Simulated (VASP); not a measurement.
Crystal: LiTa2O5.

```xyz
8
Lattice="7.6631 0.0000 0.0000 -3.8315 6.6364 0.0000 0.0000 0.0000 4.4279" Properties=species:S:1:pos:R:3 pbc="T T T"
Li    0.0000    0.0000    0.0000
Ta    0.0000    4.4243    2.2140
Ta    3.8315    2.2121    2.2140
O     0.0000    4.4243    0.0000
O    -1.7408    3.0151    2.2140
O     2.0908    3.6213    2.2140
O     3.4815    0.0000    2.2140
O     3.8315    2.2121    0.0000
```

| Quantity | Value |
| --- | --- |
| Program | VASP 6.6.1 |
| Task | relaxation of cell and atoms |
| Functional | PBE |
| Potentials or basis | VASP PAW PBE potentials, release 64 (Li_sv, Ta_pv, O) |
| Cutoff | 600 eV |
| k mesh | 3 × 3 × 4 |
| Occupations | gaussian, width 0.1 eV |
| Spin | no spin polarisation |

At the start: pressure -22.7 GPa; volume 28.15 Å³/atom.

Task: How do energy, volume and symmetry change on relaxing?

Result: Over 44 steps the energy falls by 1116.3 meV/atom and the volume is 14.12 Å³/atom (-49.8 %); space group P-62m (No. 189, to 0.05 Å).

Step by step:
| step | energy change (eV) | largest force (eV/Å) | pressure (GPa) | volume (Å³) |
| --- | --- | --- | --- | --- |
| 1 | 0.0000 | 1.0423 | -22.72 | 225.18 |
| 3 | -7.8645 | 0.2680 | -2.77 | 153.02 |
| 5 | -7.8784 | 0.1930 | -0.05 | 149.99 |
| 7 | -8.1928 | 0.1030 | 1.45 | 146.18 |
| 9 | -8.1916 | 0.0149 | -1.67 | 149.31 |
| 11 | -8.2012 | 0.0656 | -0.05 | 147.59 |
| 13 | -8.2056 | 0.0832 | -0.01 | 147.10 |
| 15 | -8.2240 | 0.1482 | -0.15 | 145.16 |
| 17 | -8.3265 | 0.1611 | -4.42 | 137.41 |
| 19 | -8.3520 | 0.2359 | -4.77 | 136.13 |
| 21 | -8.4235 | 0.0061 | -7.71 | 133.50 |
| 23 | -8.4338 | 0.2083 | -9.13 | 132.45 |
| 25 | -8.5363 | 0.0556 | -7.39 | 130.76 |
| 27 | -8.6856 | 0.6917 | 2.17 | 123.29 |
| 29 | -8.7007 | 0.5222 | -0.18 | 124.89 |
| 31 | -8.7172 | 0.4891 | -0.23 | 124.46 |
| 33 | -8.7811 | 0.3184 | -0.56 | 122.54 |
| 35 | -8.8032 | 0.6658 | -1.73 | 115.04 |
| 37 | -8.8582 | 0.1482 | -1.18 | 118.12 |
| 39 | -8.9196 | 0.1379 | -1.19 | 115.04 |
| 41 | -8.9280 | 0.1304 | -1.08 | 113.68 |
| 43 | -8.9301 | 0.0681 | -0.49 | 113.22 |
| 44 | -8.9306 | 0.0121 | 0.07 | 112.95 |

Final structure:
```
CELL_PARAMETERS angstrom
5.77955 0.00000 0.00000
-2.88978 5.00524 0.00000
0.00000 0.00000 3.90447
ATOMIC_POSITIONS crystal
Li 0.00000 0.00000 0.00000
Ta 0.33333 0.66667 0.50000
Ta 0.66667 0.33333 0.50000
O 0.33333 0.66667 0.00000
O 0.00000 0.31871 0.50000
O 0.68129 0.68129 0.50000
O 0.31871 0.00000 0.50000
O 0.66667 0.33333 0.00000
```

Caveat: the cutoff is under 1.25 times the usual one of these potentials, so pressure, stress and relaxed cells hold a basis-set (Pulay) error; the volume moved by over 15 % at a fixed basis, so the end points are rough; an odd number of electrons without spin polarisation forces a metal; a magnetic or distorted state may lie lower.
